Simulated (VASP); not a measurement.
# BP (I-4m2) in VASP: notebook, part 2 of 2

VASP 6.6.1. The steps go on from the part before.

## Step 3: Single point, PBEsol (strain -0.0100 x Voigt [0, 1, 0, 0, 0, 0])

File INCAR:

```
SYSTEM = BP
ALGO = Normal
EDIFF = 1E-6
ENCUT = 520
GGA = PS
ISIF = 2
ISMEAR = 0
LASPH = .TRUE.
LCHARG = .TRUE.
LELF = .TRUE.
LREAL = .FALSE.
LVHAR = .TRUE.
LWAVE = .FALSE.
NBANDS = 11
NELM = 100
PREC = Accurate
SIGMA = 0.05
```

File KPOINTS:

```
k-points
0
G
  10 10 10
  0 0 0
```

File POSCAR:

```
BP
1.0
    0.0000000000      2.2463100000      2.2690000000
    2.2690000000      0.0000000000      2.2690000000
    2.2690000000      2.2463100000      0.0000000000
B P
1 1
Direct
    0.0000000000      0.0000000000      0.0000000000
    0.7500000000      0.7500000000      0.7500000000
```

Potentials or basis: VASP PAW PBE potentials, release 64 (B, P).

Started as:

```sh
$ cat potpaw_PBE.64/B/POTCAR potpaw_PBE.64/P/POTCAR > POTCAR
$ mpirun -np 1 vasp_std > vasp.out
```

Run time: 13 s. Hardware: 1 thread of Intel Xeon Platinum 8259CL at 2.50GHz (Skylake/Cascade Lake), shared host; peak memory 0.15 GiB.

It converged, with:

```yaml
Free_energy: -13.6724 eV
Pressure: -0.2 GPa
Band_gap_on_the_k_mesh: 0.97 eV, indirect (least direct gap 3.27 eV)
```

Stress tensor (GPa, compression positive):
```
-1.07  0.00  0.00
 0.00  1.55  0.00
 0.00  0.00 -1.07
```

Levels at points of the mesh, in eV from the valence-band top:
| k point | band 1 | band 2 | band 3 | band 4 | band 5 | band 6 | band 7 | band 8 |
| --- | --- | --- | --- | --- | --- | --- | --- | --- |
| (0.00, 0.00, 0.00) | -15.65 | -0.10 | -0.10 | 0.00 | 3.27 | 3.33 | 3.33 | 7.43 |
| (0.50, 0.00, 0.00) | -12.26 | -9.23 | -1.91 | -1.78 | 3.71 | 4.54 | 4.66 | 9.90 |
| (0.50, 0.50, 0.00) | -10.76 | -8.75 | -4.22 | -4.20 | 1.18 | 1.49 | 12.02 | 12.23 |
| (0.50, 0.00, 0.50) | -10.66 | -8.66 | -4.32 | -4.32 | 1.07 | 1.35 | 12.12 | 12.12 |

Caveat: the cell differs from its parent crystal (strain -0.0100 x Voigt [0, 1, 0, 0, 0, 0]); the PAW data sets were made with another functional, which shifts forces and pressure a little. A k mesh can miss the band edges.

## Step 4: Single point, PBEsol (strain -0.0150 x Voigt [0, 1, 0, 0, 0, 0])

File INCAR:

```
PREC     = Accurate       # precision mode
ENCUT    = 520            # plane-wave cutoff, eV
EDIFF    = 1E-6           # SCF threshold, eV
ISMEAR   = 0              # smearing method
SIGMA    = 0.05           # smearing width, eV
LREAL    = False          # projectors in reciprocal space
LASPH    = True           # aspherical terms in the spheres
NELM     = 80             # most SCF steps
ALGO     = Normal         # electronic algorithm
ISIF     = 2              # what is computed and relaxed
LWAVE    = False          # write WAVECAR
LCHARG   = False          # write CHGCAR
GGA      = PS             # functional
NBANDS   = 11             # bands
```

File KPOINTS:

```
regular mesh
0
Gamma
  10 10 10
```

File POSCAR:

```
BP
1.0
    0.0000000000      2.2349650000      2.2690000000
    2.2690000000      0.0000000000      2.2690000000
    2.2690000000      2.2349650000      0.0000000000
B P
1 1
Direct
    0.0000000000      0.0000000000      0.0000000000
    0.7500000000      0.7500000000      0.7500000000
```

Started as:

```sh
$ cat potpaw_PBE.64/B/POTCAR potpaw_PBE.64/P/POTCAR > POTCAR
$ mpirun -np 1 vasp_std > vasp.out
```

Run time: 12 s. Hardware: 1 thread of Intel Xeon Platinum 8259CL at 2.50GHz (Skylake/Cascade Lake), shared host; peak memory 0.15 GiB.

The run converged. Its results:

* Free energy: -13.6705 eV
* Pressure: 0.7 GPa
* Band gap on the k mesh: 0.88 eV, indirect (least direct gap 3.23 eV)

Stress tensor (GPa, compression positive):
```
-0.65  0.00  0.00
 0.00  3.28  0.00
 0.00  0.00 -0.65
```

Levels at points of the mesh, in eV from the valence-band top:
```
           k point  band 2  band 3  band 4  band 5  band 6  band 7
(0.00, 0.00, 0.00)   -0.15   -0.15    0.00    3.23    3.31    3.31
(0.50, 0.00, 0.00)   -9.30   -1.98   -1.79    3.69    4.48    4.67
(0.50, 0.50, 0.00)   -8.82   -4.26   -4.23    1.16    1.48   11.97
(0.50, 0.00, 0.50)   -8.68   -4.40   -4.40    0.99    1.26   12.13
```

Caveat: the cell differs from its parent crystal (strain -0.0150 x Voigt [0, 1, 0, 0, 0, 0]); the PAW data sets were made with another functional, which shifts forces and pressure a little. A k mesh can miss the band edges.

## Step 5: Single point, PBEsol (strain -0.0050 x Voigt [0, 1, 0, 0, 0, 0])

File INCAR:

```
ALGO = Normal
EDIFF = 1E-7
ENCUT = 520
GGA = PS
ISIF = 2
ISMEAR = 0
LASPH = True
LCHARG = True
LELF = True
LREAL = False
LVHAR = True
LWAVE = False
NBANDS = 11
NELM = 100
PREC = Accurate
SIGMA = 0.05
```

File KPOINTS:

```
k-points
0
Gamma
  10 10 10
```

File POSCAR:

```
BP
1.0
    0.0000000000      2.2576550000      2.2690000000
    2.2690000000      0.0000000000      2.2690000000
    2.2690000000      2.2576550000      0.0000000000
B P
1 1
Direct
    0.0000000000      0.0000000000      0.0000000000
    0.7500000000      0.7500000000      0.7500000000
```

Started as:

```sh
$ cat potpaw_PBE.64/B/POTCAR potpaw_PBE.64/P/POTCAR > POTCAR
$ mpirun -np 1 vasp_std > vasp.out
```

Wall time 17 s (1 thread of Intel Xeon Platinum 8259CL at 2.50GHz (Skylake/Cascade Lake), shared host); peak memory 0.15 GiB.

Results (log left out):

- Free energy: -13.6729 eV
- Pressure: -1.0 GPa
- Band gap on the k mesh: 1.05 eV, indirect (least direct gap 3.31 eV)

Stress tensor (GPa, compression positive):
```
-1.47  0.00  0.00
 0.00 -0.16  0.00
 0.00  0.00 -1.47
```

Levels at points of the mesh, in eV from the valence-band top:
```csv
k point,band 2,band 3,band 4,band 5,band 6,band 7
"(0.00, 0.00, 0.00)",-0.05,-0.05,0.00,3.31,3.34,3.34
"(0.50, 0.00, 0.00)",-9.17,-1.84,-1.77,3.73,4.60,4.65
"(0.50, 0.50, 0.00)",-8.67,-4.18,-4.17,1.20,1.50,12.06
"(0.50, 0.00, 0.50)",-8.63,-4.23,-4.23,1.15,1.43,12.11
```

Caveat: the cell differs from its parent crystal (strain -0.0050 x Voigt [0, 1, 0, 0, 0, 0]); the PAW data sets were made with another functional, which shifts forces and pressure a little. A k mesh can miss the band edges.

## Step 6: Single point, PBEsol (strain +0.0150 x Voigt [0, 1, 0, 0, 0, 0])

File INCAR:

```
PREC     = Accurate       # precision mode
ENCUT    = 520            # plane-wave cutoff, eV
EDIFF    = 1E-6           # SCF threshold, eV
ISMEAR   = 0              # smearing method
SIGMA    = 0.05           # smearing width, eV
LREAL    = F              # projectors in reciprocal space
LASPH    = T              # aspherical terms in the spheres
NELM     = 100            # most SCF steps
ALGO     = Normal         # electronic algorithm
ISIF     = 2              # what is computed and relaxed
LWAVE    = F              # write WAVECAR
LCHARG   = F              # write CHGCAR
GGA      = PS             # functional
NBANDS   = 11             # bands
```

File KPOINTS:

```
Automatic mesh
0
Gamma
  10 10 10
```

File POSCAR:

```
BP
1.0
    0.0000000000      2.3030350000      2.2690000000
    2.2690000000      0.0000000000      2.2690000000
    2.2690000000      2.3030350000      0.0000000000
B P
1 1
Direct
    0.0000000000      0.0000000000      0.0000000000
    0.7500000000      0.7500000000      0.7500000000
```

Potentials or basis: VASP PAW PBE potentials, release 64 (B, P).

Started as:

```sh
$ cat potpaw_PBE.64/B/POTCAR potpaw_PBE.64/P/POTCAR > POTCAR
$ mpirun -np 1 vasp_std > vasp.out
```

OUTCAR:

```text
PREC = Accurate
   ENCUT = 520
   EDIFF = 1E-6
   ISMEAR = 0
   LREAL = F
   LASPH = T
   NELM = 100
   ISIF = 2
   GGA = PS

 ion  position               nearest neighbor table
   1  0.000  0.000  0.000-   2 1.97   2 1.97   2 1.97   2 1.97
   2  0.750  0.750  0.750-   1 1.97   1 1.97   1 1.97   1 1.97

  LATTYP: Found a body centered tetragonal cell.
 ALAT       =     3.2088505730
 C/A-ratio  =     1.4354267658

  Lattice vectors:

 A1 = (   0.0000000000,  -2.3030350000,   2.2690000000)
 A2 = (   0.0000000000,  -2.3030350000,  -2.2690000000)
 A3 = (   2.2690000000,   2.3030350000,   0.0000000000)

Analysis of symmetry for initial positions (statically):
=====================================================================
 Subroutine PRICEL returns:
 Original cell was already a primitive cell.

 Routine SETGRP: Setting up the symmetry group for a
 body centered tetragonal supercell.

 Subroutine GETGRP returns: Found  8 space group operations
 (whereof  8 operations were pure point group operations)
 out of a pool of 16 trial point group operations.

The static configuration has the point symmetry D_2d.

Analysis of symmetry for dynamics (positions and initial velocities):
[... 165 lines left out ...]

 k-point     1 :       0.0000    0.0000    0.0000
  band No.  band energies     occupation
      1      -8.1351      2.00000
      2       7.1327      2.00000
      3       7.2797      2.00000
      4       7.2797      2.00000
      5      10.5398      0.00000
      6      10.5398      0.00000
      7      10.6219      0.00000
      8      14.3457      0.00000
      9      18.3728      0.00000
     10      19.1069      0.00000
     11      19.5059      0.00000
[... 309 lines left out ...]
 k-point    24 :       0.4000    0.3000   -0.0000
  band No.  band energies     occupation
      1      -5.1974      2.00000
      2       1.1358      2.00000
      3       3.1780      2.00000
      4       3.6883      2.00000
      5       8.8923      0.00000
      6      10.6870      0.00000
      7      16.3878      0.00000
      8      16.7691      0.00000
      9      21.0215      0.00000
     10      22.3886      0.00000
     11      23.9758      0.00000

 [... further k-points ...]
[... 5 lines left out ...]
  --------------------------------------------------------------------------------------
  -------------------------------------------------------------------------------------
  Total       -0.4280559     -1.0120087     -0.4280559      0.0000000     -0.0000000      0.0000000
  in kB      -28.9208833    -68.3746804    -28.9208833      0.0000000     -0.0000000      0.0000000
  external PRESSURE =     -42.0721490 kB  Pullay stress =       0.0000000 kB

 VOLUME and BASIS-vectors are now :
 -----------------------------------------------------------------------------
  energy-cutoff  :      520.00
  volume of cell :       23.71
      direct lattice vectors                 reciprocal lattice vectors
     0.000000000  2.303035000  2.269000000    -0.220361393  0.217104820  0.220361393
     2.269000000  0.000000000  2.269000000     0.220361393 -0.217104820  0.220361393
     2.269000000  2.303035000  0.000000000     0.220361393  0.217104820 -0.220361393

 POSITION                                       TOTAL-FORCE (eV/Angst)
 -----------------------------------------------------------------------------------
      0.00000      0.00000      0.00000         0.000000      0.000000      0.000000
      3.40350      3.45455      3.40350        -0.000000      0.000000     -0.000000
 -----------------------------------------------------------------------------------
    total drift:                               -0.000000     -0.000000     -0.000000

  FREE ENERGIE OF THE ION-ELECTRON SYSTEM (eV)
  ---------------------------------------------------
  free  energy   TOTEN  =       -13.6628722853 eV

  energy  without entropy=      -13.6628722853  energy(sigma->0) =      -13.66287229
```

Wall time 14 s (1 thread of Intel Xeon Platinum 8259CL at 2.50GHz (Skylake/Cascade Lake), shared host); peak memory 0.14 GiB.

What came out:

```yaml
Free_energy: -13.6629 eV
Pressure: -4.2 GPa
Band_gap_on_the_k_mesh: 1.04 eV, indirect (least direct gap 3.26 eV)
```

Caveat: the cell differs from its parent crystal (strain +0.0150 x Voigt [0, 1, 0, 0, 0, 0]); the PAW data sets were made with another functional, which shifts forces and pressure a little.

## Step 7: The runs side by side

```csv
cell,gap on the mesh (eV),pressure (GPa)
"a = 3.177, b = 3.209 Å, angles 59.7, 60.7, 59.7°, 2 atoms",0.80,1.5
"a = 3.193, b = 3.209 Å, angles 59.8, 60.3, 59.8°, 2 atoms",0.97,-0.2
"a = 3.185, b = 3.209 Å, angles 59.8, 60.5, 59.8°, 2 atoms",0.88,0.7
"a = 3.201, b = 3.209 Å, angles 59.9, 60.2, 59.9°, 2 atoms",1.05,-1.0
"a = 3.233, b = 3.209 Å, angles 60.2, 59.5, 60.2°, 2 atoms",1.04,-4.2
```

Alike in all rows: task single point; level PBEsol; potentials or basis VASP PAW PBE potentials, release 64 (B, P); no spin polarisation; k mesh 10 × 10 × 10; cutoff (eV) 520; smearing gaussian 0.05 eV.

Caveats: the PAW data sets were made with another functional, which shifts forces and pressure a little.

Absolute energies hang on the potentials; compare differences alone.
